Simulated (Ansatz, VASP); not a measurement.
# Two plane-wave programs on Ga

The input INCAR:

```
ALGO     = Normal         # electronic algorithm
EDIFF    = 1E-6           # SCF threshold, eV
ENCUT    = 500            # plane-wave cutoff, eV
GGA      = PS             # functional
GGA_COMPAT= False        
ISIF     = 2              # what is computed and relaxed
ISMEAR   = -1             # smearing method
LASPH    = True           # aspherical terms in the spheres
LCHARG   = False          # write CHGCAR
LREAL    = False          # projectors in reciprocal space
LWAVE    = False          # write WAVECAR
NBANDS   = 12             # bands
NELM     = 120            # most SCF steps
PREC     = Accurate       # precision mode
SIGMA    = 0.15           # smearing width, eV
```

Contents of KPOINTS:

```
k-points
0
Gamma
  15 15 15
```

POSCAR

```
Ga
1.0
   -1.4040000000      1.4040000000      2.2290000000
    1.4040000000     -1.4040000000      2.2290000000
    1.4040000000      1.4040000000     -2.2290000000
Ga
1
Direct
    0.0000000000      0.0000000000      0.0000000000
```

Input for Ansatz:

```yaml
crystal:
  lattice:
    - [-1.404, 1.404, 2.229]
    - [1.404, -1.404, 2.229]
    - [1.404, 1.404, -2.229]
  atoms:
    - { symbol: Ga, position: [0.0, 0.0, 0.0] }
kpoints:
  mp_grid:
    grid: [15, 15, 15]
hamiltonian:
  xc: pbesol
  pseudopotentials:
    kind: paw
scf:
  occupations:
    method: fermi_dirac
    width: 0.15
output:
  forces: true
  stress: true
  eigenvalues: true
```

Alike in both runs: task single point; functional PBEsol; k mesh 15 × 15 × 15; occupations fermi-dirac, width 0.15 eV; no spin polarisation.

```csv
,VASP,Ansatz
version,VASP 6.6.1,Ansatz 0.2.0
potentials or method,"VASP PAW PBE potentials, release 64 (Ga_d)","plane waves, PAW"
plane-wave cutoff (eV),500,420
valence electrons in the cell,13,13
```

|  | VASP | Ansatz | Ansatz less VASP |
| --- | --- | --- | --- |
| gap on the k mesh at the Fermi level (eV) | none | none | - |
| pressure (GPa) | 0.7 | 0.6 | -0.03 |
| traceless stress, the component that is largest in VASP (GPa) | -0.46 | -0.45 | +0.005 |

VASP's potentials were made for PBE, not for PBEsol. A gap of «none» marks a metal or a gap that the smearing closes.
